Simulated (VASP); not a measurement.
Wanted: the native input for a VASP 6.6.1 run.

| Property | Result |
| --- | --- |
| Task | single point |
| Functional | PBEsol |
| Potentials or basis | VASP PAW PBE potentials, release 64 (Cd) |
| Cutoff | 520 eV |
| k mesh | 14 × 14 × 6 |
| Occupations | fermi-dirac, width 0.1 eV |
| Spin | no spin polarisation |
| Dipole correction | no |
| Further INCAR settings | ALGO = Normal; EDIFF = 1e-07; NBANDS = 19 |

The structure of Cd lies in POSCAR:

```
Cd
1.0
    2.9383123586      0.0000000000      0.0000000000
   -1.4691561793      2.5446531468      0.0000000000
    0.0000000000      0.0000000000      5.6747898827
Cd
2
Direct
    0.3333333333      0.6666666667      0.2500000000
    0.6666666667      0.3333333333      0.7500000000
```

These files were run (other wordings do the same):

INCAR

```
PREC     = Accurate       # precision mode
ENCUT    = 520            # plane-wave cutoff, eV
EDIFF    = 1E-7           # SCF threshold, eV
ISMEAR   = -1             # smearing method
SIGMA    = 0.1            # smearing width, eV
LREAL    = F              # projectors in reciprocal space
LASPH    = T              # aspherical terms in the spheres
NELM     = 100            # most SCF steps
ALGO     = Normal         # electronic algorithm
ISIF     = 2              # what is computed and relaxed
LWAVE    = F              # write WAVECAR
LCHARG   = F              # write CHGCAR
GGA      = PS             # functional
NBANDS   = 19             # bands
```

KPOINTS

```
regular mesh
0
Gamma
  14 14 6
```

Potentials or basis: VASP PAW PBE potentials, release 64 (Cd).

Launch:

```bash
$ cat potpaw_PBE.64/Cd/POTCAR > POTCAR
$ mpirun -np 1 vasp_std > vasp.out
```

It gave:

* Pressure: 0.4 GPa
* Band gap on the k mesh: zero (bands 12 and 13 overlap by 4.70 eV)

Caveat: the PAW data sets were made with another functional, which shifts forces and pressure a little.

Run time: 78 s on 1 thread of Intel(R) Xeon(R) Platinum 8259CL CPU @ 2.50GHz (Skylake/Cascade Lake) (shared host), peak memory 0.2 GiB.
